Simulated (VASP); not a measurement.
# Al (P2_1/m) in VASP: further runs

Al is run at these levels: PBEsol+D3(BJ); tasks: single point.

Program: VASP 6.6.1. These are calculated values, not measurements. Logs are shortened: lines on timing, memory, paths and dates and some standing lists are left out, and cuts for length are marked.

## 1. The cell of the first run

The structure is monoclinic, space group P2_1/m (No. 11). The conventional cell has a = 2.812 Å, b = 4.867 Å, c = 2.812 Å, α = 90.00°, β = 120.00°, γ = 90.00°. Al (site symmetry m) has 14 Al at 2.71 to 3.46 Å within 3.6 Å.

## 2. Single point, PBEsol+D3(BJ) (atom 1 (Al) moved by (-0.600, -0.600) A along x and y)

Contents of INCAR:

```
ALGO     = Fast           # electronic algorithm
EDIFF    = 1E-7           # SCF threshold, eV
ENCUT    = 520            # plane-wave cutoff, eV
GGA      = PS             # functional
ISIF     = 2              # what is computed and relaxed
ISMEAR   = 0              # smearing method
IVDW     = 12             # dispersion correction
LASPH    = T              # aspherical terms in the spheres
LCHARG   = F              # write CHGCAR
LREAL    = F              # projectors in reciprocal space
LWAVE    = F              # write WAVECAR
NBANDS   = 10             # bands
NELM     = 100            # most SCF steps
PREC     = Accurate       # precision mode
SIGMA    = 0.15           # smearing width, eV
```

Contents of KPOINTS:

```
k-points
0
Gamma
  18 18 10
```

Contents of POSCAR:

```
Al
1.0
    2.8124553515      0.0000000000      0.0000000000
   -1.4062276757      2.4356577814      0.0000000000
    0.0000000000      0.0000000000      4.8668500000
Al
2
Direct
    0.3301599339      0.0869933078      0.7500000000
    0.3333333333      0.6666666667      0.2500000000
```

Potentials or basis: VASP PAW PBE potentials, release 64 (Al).

Run with:

```console
> cat potpaw_PBE.64/Al/POTCAR > POTCAR
> mpirun -np 1 vasp_std > vasp.out
```

OUTCAR:

```text
EDIFF = 1E-7
   ENCUT = 520
   GGA = PS
   ISIF = 2
   ISMEAR = 0
   IVDW = 12
   LASPH = T
   LREAL = F
   NELM = 100
   PREC = Accurate
 IVDW          = 12

 ion  position               nearest neighbor table
   1  0.330  0.087  0.750-   2 2.71   2 2.71   2 2.93   2 2.93
   2  0.333  0.667  0.250-   1 2.71   1 2.71   1 2.93   1 2.93

  LATTYP: Found a hexagonal cell.
 ALAT       =     2.8124553515
 C/A-ratio  =     1.7304630267

  Lattice vectors:

 A1 = (   2.8124553515,   0.0000000000,   0.0000000000)
 A2 = (  -1.4062276757,   2.4356577814,   0.0000000000)
 A3 = (   0.0000000000,   0.0000000000,   4.8668500000)

Analysis of symmetry for initial positions (statically):
=====================================================================
 Subroutine PRICEL returns:
 Original cell was already a primitive cell.

 Routine SETGRP: Setting up the symmetry group for a
 hexagonal supercell.

 Subroutine GETGRP returns: Found  4 space group operations
 (whereof  1 operations were pure point group operations)
 out of a pool of 24 trial point group operations.

The static configuration has the point symmetry C_1 .
 The point group associated with its full space group is C_2h.

Analysis of symmetry for dynamics (positions and initial velocities):
=====================================================================
 Subroutine PRICEL returns:
 Original cell was already a primitive cell.

 Routine SETGRP: Setting up the symmetry group for a
 hexagonal supercell.

 Subroutine GETGRP returns: Found  4 space group operations
 (whereof  1 operations were pure point group operations)
 out of a pool of 24 trial point group operations.

The dynamic configuration has the point symmetry C_1 .
 The point group associated with its full space group is C_2h.

 Subroutine INISYM returns: Found  4 space group operations
 (whereof  1 operations are pure point group operations),
 and found     1 'primitive' translations

----------------------------------------------------------------------------------------

                                     Primitive cell

  volume of cell :      33.3388

  direct lattice vectors                    reciprocal lattice vectors
     2.812455352  0.000000000  0.000000000     0.355561200  0.205283355  0.000000000
    -1.406227676  2.435657781  0.000000000     0.000000000  0.410566709  0.000000000
     0.000000000  0.000000000  4.866850000     0.000000000  0.000000000  0.205471712

  length of vectors
     2.812455352  2.812455351  4.866850000     0.410566709  0.410566709  0.205471712

  position of ions in fractional coordinates (direct lattice)
     0.330159934  0.086993308  0.750000000
     0.333333333  0.666666667  0.250000000

  ion indices of the primitive-cell ions
   primitive index   ion index
                 1           1
                 2           2

----------------------------------------------------------------------------------------

 KPOINTS: k-points

Automatic generation of k-mesh.
 Grid dimensions read from file:
 generate k-points for:   18   18   10

 Generating k-lattice:

  Cartesian coordinates                     Fractional coordinates (reciprocal lattice)
     0.019753400  0.011404631  0.000000000     0.055555556  0.000000000  0.000000000
     0.000000000  0.022809262  0.000000000     0.000000000  0.055555556  0.000000000
     0.000000000  0.000000000  0.020547171     0.000000000  0.000000000  0.100000000

  Length of vectors
     0.022809262  0.022809262  0.020547171

  Shift w.r.t. Gamma in fractional coordinates (k-lattice)
     0.000000000  0.000000000  0.000000000

 Subroutine IBZKPT returns following result:
 ===========================================

 Found    984 irreducible k-points:

 Following reciprocal coordinates:
            Coordinates               Weight
  0.000000  0.000000  0.000000      1.000000
  0.055556  0.000000  0.000000      2.000000
  0.000000  0.055556  0.000000      2.000000
 -0.055556  0.055556  0.000000      2.000000
  0.111111  0.000000  0.000000      2.000000
  0.000000  0.111111  0.000000      2.000000
[... 16 lines left out ...]
  0.444444  0.000000  0.000000      2.000000
  0.000000  0.444444  0.000000      2.000000
 [... further k-points ...]
   k-points           NKPTS =    984   k-points in BZ     NKDIM =    984   number of bands    NBANDS=     10
   number of dos      NEDOS =    301   number of ions     NIONS =      2
   total plane-waves  NPLWV =  20736
   dimension x,y,z NGX =    24 NGY =   24 NGZ =   36
   dimension x,y,z NGXF=    48 NGYF=   48 NGZF=   72
   ions per type =               2
   NGX,Y,Z   is equivalent  to a cutoff of  14.19, 14.19, 12.30 a.u.
   NGXF,Y,Z  is equivalent  to a cutoff of  28.37, 28.37, 24.59 a.u.
 SYSTEM =  unknown system
   PREC   = accura    normal or accurate (medium, high low for compatibility)
   ISTART =      0    job   : 0-new  1-cont  2-samecut
   ICHARG =      2    charge: 1-file 2-atom 10-const
   ISPIN  =      1    spin polarized calculation?
   LNONCOLLINEAR =      F non collinear calculations
   LSORBIT =      F    spin-orbit coupling
   LASPH  =      T    aspherical Exc in radial PAW
   ENCUT  =  520.0 eV  38.22 Ry    6.18 a.u.   5.23  5.23  9.05*2*pi/ulx,y,z
   NELM   =    100;   NELMIN=  2; NELMDL= -5     # of ELM steps
   EDIFF  = 0.1E-06   stopping-criterion for ELM
   LREAL  =      F    real-space projection
   EDIFFG = 0.1E-05   stopping-criterion for IOM
   NSW    =      0    number of steps for IOM
   IBRION =     -1    ionic relax: 0-MD 1-quasi-New 2-CG
   NFREE  =      0    steps in history (QN), initial steepest desc. (CG)
   ISIF   =      2    stress and relaxation
   ISYM   =      2    0-nonsym 1-usesym 2-fastsym
   POTIM  = 0.5000    time-step for ionic-motion
   TEBEG  =    0.0;   TEEND  =   0.0 temperature during run
   PSTRESS=    0.0 pullay stress
   NELECT =       6.0000    total number of electrons
   NUPDOWN=      -1.0000    fix difference up-down
   EMIN   =  10.00;   EMAX   =-10.00  energy-range for DOS
   EFERMI =   0.00;   METHOD = LEGACY
   ISMEAR =     0;   SIGMA  =   0.15  broadening in eV -4-tet -1-fermi 0-gaus
   EFERMI_NEDOS =   21; number of points for ismear=-14 and -15
   IALGO  =     68    algorithm
   IMIX   =      4    mixing-type and parameters
     AMIX     =   0.40;   BMIX     =  1.00
     AMIX_MAG =   1.60;   BMIX_MAG =  1.00
  volume/ion in A,a.u.               =      16.67       112.49
  Fermi-wavevector in a.u.,A,eV,Ry     =   0.924291  1.746656 11.623640  0.854313
  Thomas-Fermi vector in A             =   2.050021
   LORBIT       =      0    0 simple, 1 ext, 2 COOP (PROOUT), +10 PAW based schemes
   GGA     = PS    functional components
   LHFCALC =     F    Hartree Fock is set to
   AEXX    =    0.0000 exact exchange contribution
   IVDW    =    12    specifies the selected vdW correction
   LEPSILON=     F    determine dielectric tensor
   LRPA    =     F    only Hartree local field effects (RPA)
 non-spin polarized calculation
 RMM-DIIS sequential band-by-band and
 Gauss-broadening in eV      SIGMA  =   0.15
  energy-cutoff  :      520.00
  volume of cell :       33.34
 maximum number of plane-waves:       920
 NGX is ok and might be reduce to    24
   NGX = 11   NGY = 11   NGZ = 19

 number of electron       6.0000000 magnetization

 Free energy of the ion-electron system (eV)
  ---------------------------------------------------
  ext. energy  EPLUGINS =         0.00000000
  ---------------------------------------------------
  free energy    TOTEN  =        -7.99595788 eV

  energy without entropy =       -7.98684466  energy(sigma->0) =       -7.99140127

 E-fermi :   7.7751     XC(G=0): -10.2144

 val. band max:        7.7748817456   @ k =  -0.3889   0.5000   0.0000
 cond. band min:       7.7803637516   @ k =   0.1111   0.1111   0.3000
 fundamental gap:      0.0054820060
 Fermi energy:         7.7750525156

 k-point     1 :       0.0000    0.0000    0.0000
  band No.  band energies     occupation
      1      -3.2285      2.00000
      2       2.7803      2.00000
      3       2.9806      2.00000
      4      18.0129      0.00000
      5      19.2279      0.00000
      6      19.4821      0.00000
      7      20.2409      0.00000
      8      20.2834      0.00000
      9      20.3242      0.00000
     10      21.1952      0.00000

 k-point     2 :       0.0556    0.0000    0.0000
  band No.  band energies     occupation
      1      -3.1516      2.00000
      2       2.8560      2.00000
      3       3.0520      2.00000
      4      17.0088      0.00000
      5      18.2510      0.00000
      6      19.5994      0.00000
      7      19.8843      0.00000
      8      20.2967      0.00000
      9      20.9856      0.00000
     10      21.3685      0.00000

 k-point     3 :       0.0000    0.0556    0.0000
  band No.  band energies     occupation
      1      -3.1515      2.00000
      2       2.8557      2.00000
      3       3.0523      2.00000
      4      17.4336      0.00000
      5      18.0351      0.00000
      6      18.7886      0.00000
      7      20.2307      0.00000
      8      20.2728      0.00000
      9      21.2151      0.00000
     10      21.3170      0.00000

 k-point     4 :      -0.0556    0.0556    0.0000
  band No.  band energies     occupation
      1      -3.1515      2.00000
      2       2.8557      2.00000
      3       3.0523      2.00000
      4      17.4378      0.00000
      5      18.0330      0.00000
      6      18.7796      0.00000
      7      20.2494      0.00000
      8      20.2726      0.00000
      9      21.2014      0.00000
     10      21.3167      0.00000
[... 222 lines left out ...]
 k-point    22 :      -0.3889    0.3889    0.0000
  band No.  band energies     occupation
      1       0.4913      2.00000
      2       5.4610      2.00000
      3       6.4882      2.00000
      4       6.8826      2.00000
      5      11.5823      0.00000
      6      11.6662      0.00000
      7      14.7461      0.00000
      8      14.8913      0.00000
      9      20.0646      0.00000
     10      20.7161      0.00000

 k-point    23 :       0.4444    0.0000    0.0000
  band No.  band energies     occupation
      1       1.6076      2.00000
      2       4.2716      2.00000
      3       7.3373      1.99996
      4       7.3684      1.99987
      5      10.2583      0.00000
      6      10.6008      0.00000
      7      14.1284      0.00000
      8      15.9667      0.00000
      9      19.4858      0.00000
     10      19.7511      0.00000

 k-point    24 :       0.0000    0.4444    0.0000
  band No.  band energies     occupation
      1       1.6071      2.00000
      2       4.2081      2.00000
      3       7.5491      1.96683
      4       7.6691      1.68200
      5      10.1666      0.00000
      6      10.1872      0.00000
      7      14.5623      0.00000
      8      14.6714      0.00000
      9      19.9687      0.00000
     10      20.5324      0.00000

 [... further k-points ...]

------------------------ aborting loop because EDIFF is reached ----------------------------------------

 Edisp (eV)   -0.62806

 E8    (eV) :    -0.4229

  FORCE on cell =-STRESS in cart. coord.  units (eV):
  Direction    XX          YY          ZZ          XY          YZ          ZX
  --------------------------------------------------------------------------------------
  -------------------------------------------------------------------------------------
  Total      -0.66639    -0.66542    -0.19205    -0.00151     0.00000     0.00000
  in kB     -32.02495   -31.97832    -9.22923    -0.07278     0.00000     0.00000
  external pressure =      -24.41 kB  Pullay stress =        0.00 kB

 VOLUME and BASIS-vectors are now :
 -----------------------------------------------------------------------------
  energy-cutoff  :      520.00
  volume of cell :       33.34
      direct lattice vectors                 reciprocal lattice vectors
     2.812455352  0.000000000  0.000000000     0.355561200  0.205283355  0.000000000
    -1.406227676  2.435657781  0.000000000     0.000000000  0.410566709  0.000000000
     0.000000000  0.000000000  4.866850000     0.000000000  0.000000000  0.205471712

 POSITION                                       TOTAL-FORCE (eV/Angst)
 -----------------------------------------------------------------------------------
      0.80623      0.21189      3.65014        -0.178472      0.300108      0.000000
     -0.00000      1.62377      1.21671         0.178472     -0.300108      0.000000
 -----------------------------------------------------------------------------------
    total drift:                               -0.000001      0.000001      0.000000

  FREE ENERGIE OF THE ION-ELECTRON SYSTEM (eV)
  ---------------------------------------------------
  free  energy   TOTEN  =        -8.6240144582 eV

  energy  without entropy=       -8.6149012400  energy(sigma->0) =       -8.61945785
```

Run time: 91 s. Hardware: 1 thread of Intel Xeon Platinum 8559C (Emerald Rapids), shared host; peak memory 0.37 GiB.

Results:

- Free energy: -8.6240 eV
- Pressure: -2.4 GPa
- Largest force: 0.349 eV/Å
- Band gap on the k mesh: zero (band 3 reaches 11.43 eV, above the bottom of band 4 at 4.43 eV)
- Dispersion energy per atom: -0.314 eV

Forces on the atoms (eV/Å):
```
Al  -0.178  0.300  0.000
Al   0.178 -0.300  0.000
```

Caveat: the cell differs from its parent crystal (atom 1 (Al) moved by (-0.600, -0.600) A along x and y); the PAW data sets were made with another functional, which shifts forces and pressure a little; pairwise dispersion overbinds metals, which lowers pressure and volume.

[end of part 1 of 2]
